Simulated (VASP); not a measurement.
Set up this calculation in VASP 6.6.1, as the native input.

- Task: equation of state
- Functional: LDA
- Potentials or basis: VASP PAW LDA potentials, release 64 (Cd)
- Cutoff: 720 eV
- k mesh: 17 × 17 × 8
- Occupations: gaussian, width 0.04 eV
- Spin: no spin polarisation
- Tolerance level: standard
- Purpose: equation of state
- Eos scales: [0.91, 0.94, 0.97, 1.0, 1.03, 1.06, 1.09]
- Further INCAR settings: ALGO = Normal; EDIFF = 1e-07; NSW = 0

The structure of Cd lies in POSCAR.step2:

```
Cd
1.0
    2.9180596717      0.0000000000      0.0000000000
   -1.4590298358      2.5271138055      0.0000000000
    0.0000000000      0.0000000000      5.5029719036
Cd
2
Direct
    0.6666666667      0.3333333333      0.7500000000
    0.3333333333      0.6666666667      0.2500000000
```

The structure of Cd lies in POSCAR.step3:

```
Cd
1.0
    2.9487783467      0.0000000000      0.0000000000
   -1.4743891733      2.5537169584      0.0000000000
    0.0000000000      0.0000000000      5.5609021808
Cd
2
Direct
    0.6666666667      0.3333333333      0.7500000000
    0.3333333333      0.6666666667      0.2500000000
```

The structure of Cd lies in POSCAR.step4:

```
Cd
1.0
    2.9788700000      0.0000000000      0.0000000000
   -1.4894350000      2.5797770946      0.0000000000
    0.0000000000      0.0000000000      5.6176500000
Cd
2
Direct
    0.6666666667      0.3333333333      0.7500000000
    0.3333333333      0.6666666667      0.2500000000
```

The structure of Cd lies in POSCAR.step5:

```
Cd
1.0
    3.0083656806      0.0000000000      0.0000000000
   -1.5041828403      2.6053211033      0.0000000000
    0.0000000000      0.0000000000      5.6732739145
Cd
2
Direct
    0.6666666667      0.3333333333      0.7500000000
    0.3333333333      0.6666666667      0.2500000000
```

The structure of Cd lies in POSCAR.step6:

```
Cd
1.0
    3.0372940483      0.0000000000      0.0000000000
   -1.5186470242      2.6303738046      0.0000000000
    0.0000000000      0.0000000000      5.7278279719
Cd
2
Direct
    0.6666666667      0.3333333333      0.7500000000
    0.3333333333      0.6666666667      0.2500000000
```

The structure of Cd lies in POSCAR.step7:

```
Cd
1.0
    3.0656816194      0.0000000000      0.0000000000
   -1.5328408097      2.6549581623      0.0000000000
    0.0000000000      0.0000000000      5.7813621773
Cd
2
Direct
    0.6666666667      0.3333333333      0.7500000000
    0.3333333333      0.6666666667      0.2500000000
```

One way to write it, as run:

POSCAR.step1

```
Cd
1.0
    2.8866802540      0.0000000000      0.0000000000
   -1.4433401270      2.4999384326      0.0000000000
    0.0000000000      0.0000000000      5.4437955764
Cd
2
Direct
    0.6666666667      0.3333333333      0.7500000000
    0.3333333333      0.6666666667      0.2500000000
```

INCAR

```
SYSTEM = Cd
GGA = CA
ISMEAR = 0
SIGMA = 0.04
LWAVE = .FALSE.
LCHARG = .FALSE.
ISIF = 2
NSW = 0
PREC = Accurate
LASPH = .TRUE.
LREAL = .FALSE.
ALGO = Normal
EDIFF = 1E-7
NELM = 120
GGA_COMPAT = .FALSE.
ENCUT = 720
KPAR = 4
```

KPOINTS

```
Automatic mesh
0
Gamma
  17 17 8
  0 0 0
```

Potentials or basis: VASP PAW LDA potentials, release 64 (Cd).

Command:

```sh
$ cat potpaw_LDA.64/Cd/POTCAR > POTCAR
$ cp POSCAR.step1 POSCAR
$ mpirun -np 4 vasp_std > vasp.out
$ cp POSCAR.step2 POSCAR
$ mpirun -np 4 vasp_std > vasp.out
$ cp POSCAR.step3 POSCAR
$ mpirun -np 4 vasp_std > vasp.out
$ cp POSCAR.step4 POSCAR
$ mpirun -np 4 vasp_std > vasp.out
$ cp POSCAR.step5 POSCAR
$ mpirun -np 4 vasp_std > vasp.out
$ cp POSCAR.step6 POSCAR
$ mpirun -np 4 vasp_std > vasp.out
$ cp POSCAR.step7 POSCAR
$ mpirun -np 4 vasp_std > vasp.out
```

It gave:

- Equilibrium volume: 20.25 Å³/atom
- Bulk modulus at fixed shape and positions: 73 GPa
- Pressure derivative of the bulk modulus: 6.2

Caveat: the cell was scaled at fixed shape and fractional positions, which overstates the stiffness of a crystal with free parameters, most of all of layers and chains.

It took 3.1 min on 4 MPI ranks on Intel(R) Xeon(R) Platinum 8488C (Sapphire Rapids), with other jobs on the host, peak memory 0.29 GiB a rank.
